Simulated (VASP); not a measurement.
Set up this calculation in VASP 6.6.1, as the native input.

```yaml
Task: relaxation of shape and atoms at fixed volume
Functional: PBE
Potentials_or_basis: VASP PAW PBE potentials, release 64 (Zn)
Cutoff: 600 eV
k_mesh: 18 × 18 × 8
Occupations: gaussian, width 0.1 eV
Spin: no spin polarisation
Dipole_correction: no
Further_INCAR_settings: ALGO = Fast; EDIFF = 1e-06; IBRION = 2; EDIFFG = -0.01; NSW = 50; ISIF = 4
```

The structure of Zn lies in POSCAR:

```
Zn
1.0
    2.6742408162      0.0000000000      0.0000000000
   -1.3371204081      2.3159604826      0.0000000000
    0.0000000000      0.0000000000      5.2503068150
Zn
2
Direct
    0.3333333333      0.6666666667      0.2500000000
    0.6666666667      0.3333333333      0.7500000000
```

The input as run:

INCAR

```
PREC = Accurate ; ENCUT = 600
EDIFF = 1E-6 ; ISMEAR = 0
SIGMA = 0.1 ; LREAL = False
LASPH = True ; NELM = 100
ALGO = Fast ; ISIF = 4
LWAVE = False ; LCHARG = False
GGA = PE ; IBRION = 2
NSW = 50 ; EDIFFG = -0.01
```

KPOINTS

```
regular mesh
0
Gamma
  18 18 8
```

Potentials or basis: VASP PAW PBE potentials, release 64 (Zn).

Run with:

```console
$ cat potpaw_PBE.64/Zn/POTCAR > POTCAR
$ mpirun -np 1 vasp_std > vasp.out
```

Results of the run:

| Property | Result |
| --- | --- |
| Energy gained by relaxing | 0.3 meV/atom |
| Ionic steps | 3 |
| Pressure after relaxing | -3.0 GPa |
| Band gap on the k mesh | zero (bands 12 and 13 overlap by 5.27 eV) |

Run time: 3.7 min on 1 thread of Intel Xeon 8259CL (shared host), peak memory 0.24 GiB.
